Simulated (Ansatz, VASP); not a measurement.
# WS2: VASP beside Ansatz

The input INCAR:

```
PREC = Accurate
ENCUT = 600
EDIFF = 1E-6
ISMEAR = 0
SIGMA = 0.01
LREAL = False
LASPH = True
NELM = 100
ALGO = Normal
ISIF = 3
LWAVE = False
LCHARG = False
GGA = PE
IVDW = 12
IBRION = 2
NSW = 100
EDIFFG = -0.003
```

KPOINTS

```
Automatic mesh
0
Gamma
  12 12 3
```

File POSCAR:

```
WS2
1.0
    3.1800000000      0.0000000000      0.0000000000
   -1.5900000000      2.7539607840      0.0000000000
    0.0000000000      0.0000000000     12.5000000000
W S
2 4
Direct
    0.3333333333      0.6666666667      0.2500000000
    0.6666666667      0.3333333333      0.7500000000
    0.3333333333      0.6666666667      0.6250000000
    0.6666666667      0.3333333333      0.1250000000
    0.3333333333      0.6666666667      0.8750000000
    0.6666666667      0.3333333333      0.3750000000
```

Input for Ansatz:

```yaml
crystal:
  lattice:
    - [3.18, 0.0, 0.0]
    - [-1.59, 2.753960784, 0.0]
    - [0.0, 0.0, 12.5]
  atoms:
    - { symbol: W, position: [0.3333333333, 0.6666666667, 0.25] }
    - { symbol: W, position: [0.6666666667, 0.3333333333, 0.75] }
    - { symbol: S, position: [0.3333333333, 0.6666666667, 0.625] }
    - { symbol: S, position: [0.6666666667, 0.3333333333, 0.125] }
    - { symbol: S, position: [0.3333333333, 0.6666666667, 0.875] }
    - { symbol: S, position: [0.6666666667, 0.3333333333, 0.375] }
scf:
  occupations: { method: fixed }
output:
  forces: true
  stress: true
  eigenvalues: true
  write_density: true
  write_potential: true
  elf: true
  volumetric_format: npy
kpoints:
  mp_grid: { grid: [12, 12, 3] }
relax:
  f_tol: 0.003
  max_steps: 80
  cell: { stress_tol: 0.03 }
hamiltonian:
  dispersion: d3bj
```

Alike in both runs: task relaxation of cell and atoms; functional PBE; dispersion D3(BJ); k mesh 12 × 12 × 3; no spin polarisation.

|  | VASP | Ansatz |
| --- | --- | --- |
| version | VASP 6.6.1 | Ansatz 0.2.0 |
| potentials or method | VASP PAW PBE potentials, release 64 (W_sv, S) | scalar-relativistic, plane waves, PAW |
| plane-wave cutoff (eV) | 600 | 420 |
| occupations | gaussian, width 0.01 eV | fixed |
| valence electrons in the cell | 52 | 52 |

VASP gave:

| Item | Value |
| --- | --- |
| gap on the k mesh at the Fermi level, each at its own relaxed structure (eV) | 0.91 |
| relaxed volume (Å³/atom) | 17.43 |
| relaxed length of the cell vector where the two differ most in proportion (Å) | 12.141 |

Question: What did Ansatz give for the same quantities?

Answer: gap on the k mesh at the Fermi level, each at its own relaxed structure (eV): 0.89; relaxed volume (Å³/atom): 17.43; relaxed length of the cell vector where the two differ most in proportion (Å): 12.140.

Neither program's run includes spin-orbit coupling.
